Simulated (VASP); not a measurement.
A run of VASP 6.6.1 is set up as follows.

The input POSCAR:

```
Au
1.0
    2.9434983866      0.0000000000      0.0000000000
   -1.4717491933      2.5491443788      0.0000000000
    0.0000000000      0.0000000000      4.8800000000
Au
2
Direct
    0.3333333333      0.6666666667      0.7500000000
    0.6666666667      0.3333333333      0.2500000000
```

File INCAR.step1:

```
PREC     = Accurate       # precision mode
ENCUT    = 520            # plane-wave cutoff, eV
ISMEAR   = 0              # smearing method
SIGMA    = 0.15           # smearing width, eV
LREAL    = False          # projectors in reciprocal space
LASPH    = True           # aspherical terms in the spheres
NELM     = 60             # most SCF steps
NBANDS   = 18             # bands
GGA      = PE             # functional
ALGO     = Normal         # electronic algorithm
EDIFF    = 1E-4           # SCF threshold, eV
LWAVE    = True           # write WAVECAR
LCHARG   = False          # write CHGCAR
```

Contents of INCAR.step2:

```
PREC     = Accurate       # precision mode
ENCUT    = 520            # plane-wave cutoff, eV
EDIFF    = 1E-6           # SCF threshold, eV
ISMEAR   = 0              # smearing method
SIGMA    = 0.15           # smearing width, eV
LREAL    = False          # projectors in reciprocal space
LASPH    = True           # aspherical terms in the spheres
NELM     = 60             # most SCF steps
ALGO     = Normal         # electronic algorithm
ISIF     = 2              # what is computed and relaxed
LWAVE    = False          # write WAVECAR
LCHARG   = True           # write CHGCAR
METAGGA  = R2SCAN         # meta-GGA
LMIXTAU  = True         
LELF     = True           # ELF
LVHAR    = True         
NBANDS   = 18             # bands
ISTART   = 1
```

The input KPOINTS:

```
Automatic mesh
0
Gamma
  18 18 10
```

Potentials or basis: VASP PAW PBE potentials, release 64 (Au).

Launch:

```bash
$ cat potpaw_PBE.64/Au/POTCAR > POTCAR
$ cp INCAR.step1 INCAR
$ mpirun -np 1 vasp_std > vasp.out
$ cp INCAR.step2 INCAR
$ mpirun -np 1 vasp_std > vasp.out
```

(1) Predict the band gap on the k mesh.

(2) Predict the pressure.

Answers

(1) zero (bands 11 and 12 overlap by 6.83 eV).

(2) -5.2 GPa.

Caveat: the cell differs from its parent crystal (strain +0.015 along x and y, +0.000 along z); the cell stands under tension; the PAW data sets were made with another functional, which shifts forces and pressure a little; spin-orbit coupling is left out, which moves the levels of the heavy elements.
